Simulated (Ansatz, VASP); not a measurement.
PbS in VASP and in Ansatz

Contents of INCAR:

```
SYSTEM = PbS
PREC = Accurate ; ENCUT = 520
EDIFF = 1E-7 ; ISMEAR = -1
SIGMA = 0.02 ; LREAL = .FALSE.
LASPH = .TRUE. ; NELM = 60
ALGO = Normal ; ISIF = 2
LWAVE = .FALSE. ; LCHARG = .TRUE.
GGA = PE ; LELF = .TRUE.
LVHAR = .TRUE. ; NBANDS = 28
```

File KPOINTS:

```
Automatic mesh
0
G
  6 6 4
  0 0 0
```

File POSCAR:

```
PbS
1.0
    4.9126371715      0.0000000000      0.0000000000
   -2.4563185857      4.2544685901      0.0000000000
    0.0000000000      0.0000000000      5.9970707097
Pb S
2 2
Direct
    0.3333333333      0.6666666667      0.2500000000
    0.6666666667      0.3333333333      0.7500000000
    0.6666666667      0.3333333333      0.2500000000
    0.3333333333      0.6666666667      0.7500000000
```

Input for Ansatz:

```yaml
crystal:
  lattice:
    - [4.9126371715, 0.0, 0.0]
    - [-2.4563185857, 4.2544685901, 0.0]
    - [0.0, 0.0, 5.9970707097]
  atoms:
    - { symbol: Pb, position: [0.3333333333, 0.6666666667, 0.25] }
    - { symbol: Pb, position: [0.6666666667, 0.3333333333, 0.75] }
    - { symbol: S, position: [0.6666666667, 0.3333333333, 0.25] }
    - { symbol: S, position: [0.3333333333, 0.6666666667, 0.75] }
kpoints:
  mp_grid: { grid: [6, 6, 4] }
  band_path:
    path:
      - [0.0, 0.0, 0.0]
      - [0.5, 0.0, 0.0]
      - [0.3333333333, 0.3333333333, 0.0]
      - [0.0, 0.0, 0.5]
      - [0.5, 0.0, 0.5]
      - [0.3333333333, 0.3333333333, 0.5]
    npoints: 1
hamiltonian:
  xc: pbe
scf:
  occupations: { method: fermi_dirac, width: 0.02 }
  n_extra_bands: 5
output:
  forces: true
  stress: true
  eigenvalues: true
```

Change from the starting cell: biaxial_xy strain -1.7%.

Alike in both runs: task single point; functional PBE; k mesh 6 × 6 × 4; occupations fermi-dirac, width 0.02 eV; no spin polarisation.

```csv
,VASP,Ansatz
version,VASP 6.6.1,Ansatz 0.2.0
potentials or method,"VASP PAW PBE potentials, release 64 (Pb_d, S)","plane waves, PAW"
plane-wave cutoff (eV),520,420
valence electrons in the cell,40,40
```

Ansatz gave:

| Quantity | Value |
| --- | --- |
| gap on the k mesh at the Fermi level (eV) | 1.33 |
| pressure (GPa) | 2.4 |
| traceless stress, the component that is largest in VASP (GPa) | -1.00 |

Task: Estimate VASP's values.

Result: gap on the k mesh at the Fermi level (eV): 1.34; pressure (GPa): 2.3; traceless stress, the component that is largest in VASP (GPa): -1.00.

The functional is the same, so the differences come from potentials, cutoffs and numerics.

Spin-orbit coupling is off throughout.
